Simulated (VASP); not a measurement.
The system is CdS (Hawleyite).

```
Cd S
1.0
     0.00000    2.87708    2.87708
     2.87708    0.00000    2.87708
     2.87708    2.87708    0.00000
Cd S
1 1
Direct
  0.00000 0.00000 0.00000
  0.75000 0.75000 0.75000
```

This cell differs from its parent crystal: volume scaled by 0.96.

Base run:

* Program: VASP 6.6.1
* Functional: PBEsol
* Potentials or basis: VASP PAW PBE potentials, release 64 (Cd, S)
* Cutoff: 520 eV
* k mesh: 8 × 8 × 8
* Occupations: fermi-dirac, width 0.05 eV
* Spin: no spin polarisation

Its results: band gap on the k mesh 1.09 eV, direct; pressure 2.9 GPa.

Question: The run is repeated on the same cell with these changes: functional from PBEsol to LDA; potentials or basis from VASP PAW PBE potentials, release 64 (Cd, S) to VASP PAW LDA potentials, release 64 (Cd, S). What comes out?

Answer: Band gap on the k mesh 0.98 eV, direct; pressure 0.6 GPa.

Caveats: the PAW data sets were made with another functional, which shifts forces and pressure a little (some runs).

